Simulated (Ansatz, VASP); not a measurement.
# One calculation of AlN, two programs

The input INCAR:

```
PREC = Accurate
ENCUT = 600
EDIFF = 1E-6
ISMEAR = 0
SIGMA = 0.01
LREAL = F
LASPH = T
NELM = 120
ALGO = Normal
ISIF = 2
LWAVE = F
LCHARG = F
GGA = PS
NBANDS = 11
GGA_COMPAT = F
```

KPOINTS

```
Automatic mesh
0
Gamma
  8 8 8
```

File POSCAR:

```
AlN
1.0
    0.0000000000      2.1886332073      2.1886332073
    2.1886332073      0.0000000000      2.1886332073
    2.1886332073      2.1886332073      0.0000000000
Al N
1 1
Direct
    0.0000000000      0.0000000000      0.0000000000
    0.2500000000      0.2500000000      0.2500000000
```

Input for Ansatz:

```yaml
crystal:
  lattice:
    - [0.0, 2.1886332073, 2.1886332073]
    - [2.1886332073, 0.0, 2.1886332073]
    - [2.1886332073, 2.1886332073, 0.0]
  atoms:
    - { symbol: Al, position: [0.0, 0.0, 0.0] }
    - { symbol: "N", position: [0.25, 0.25, 0.25] }
basis:
  ecutwfc: 600.0
kpoints:
  mp_grid: { grid: [8, 8, 8] }
  band_path:
    path:
      - [0.0, 0.0, 0.0]
      - [0.0, 0.0, 0.0]
      - [0.0, 0.0, 0.0]
      - [0.0, 0.0, 0.0]
      - [0.0, 0.0, 0.0]
      - [0.0, 0.0, 0.0]
      - [0.0, 0.0, 0.0]
      - [0.0, 0.0, 0.0]
      - [0.0, 0.0, 0.0]
      - [0.0, 0.0, 0.0]
      - [0.0, 0.0, 0.0]
      - [0.0, 0.0, 0.0]
      - [0.0, 0.0, 0.0]
      - [0.0, 0.0, 0.0]
      - [0.0, 0.0, 0.0]
      - [0.0, 0.0, 0.0]
      - [0.0, 0.0, 0.0]
      - [0.0, 0.0, 0.0]
      - [0.0, 0.0, 0.0]
      - [0.0, 0.0, 0.0]
      - [0.0, 0.0, 0.0]
      - [0.0, 0.0, 0.0]
      - [0.0, 0.0, 0.0]
      - [0.0, 0.0, 0.0]
      - [0.0, 0.0, 0.0]
      - [0.0, 0.0, 0.0]
      - [0.3, 0.3, 0.0]
      - [0.3166666667, 0.3166666667, 0.0]
      - [0.3333333333, 0.3333333333, 0.0]
      - [0.35, 0.35, 0.0]
      - [0.3666666667, 0.3666666667, 0.0]
      - [0.3833333333, 0.3833333333, 0.0]
      - [0.4, 0.4, 0.0]
      - [0.4166666667, 0.4166666667, 0.0]
      - [0.4333333333, 0.4333333333, 0.0]
      - [0.45, 0.45, 0.0]
      - [0.4666666667, 0.4666666667, 0.0]
      - [0.4833333333, 0.4833333333, 0.0]
      - [0.5, 0.5, 0.0]
      - [0.5, 0.5, 0.5]
      - [0.5, 0.5, 0.5]
      - [0.5, 0.5, 0.5]
      - [0.5, 0.5, 0.5]
      - [0.5, 0.5, 0.5]
      - [0.5, 0.5, 0.5]
      - [0.5, 0.5, 0.5]
      - [0.5, 0.5, 0.5]
      - [0.5, 0.5, 0.5]
      - [0.5, 0.5, 0.5]
      - [0.5, 0.5, 0.5]
      - [0.5, 0.5, 0.5]
      - [0.5, 0.5, 0.5]
    npoints: 1
hamiltonian:
  xc: pbesol
  pseudopotentials: { kind: paw, azcp: { folder: soft_1 } }
scf:
  occupations: { method: fixed }
  n_extra_bands: 5
output:
  eigenvalues: true
```

Alike in both runs: task single point; functional PBEsol; k mesh 8 × 8 × 8; no spin polarisation.

|  | VASP | Ansatz |
| --- | --- | --- |
| version | VASP 6.6.1 | Ansatz 0.2.0 |
| potentials or method | VASP PAW PBE potentials, release 64 (Al, N), cutoff 600 eV | scalar-relativistic, plane waves, PAW |
| occupations | gaussian, width 0.01 eV | fixed |
| valence electrons in the cell | 8 | 8 |

```csv
,VASP,Ansatz,Ansatz less VASP
gap on the k mesh at the Fermi level (eV),3.18,3.19,+0.007
least direct gap on the mesh (eV),4.08,4.06,-0.016
```

VASP's potentials were made for PBE, not for PBEsol, and Ansatz warns of the same on its side.
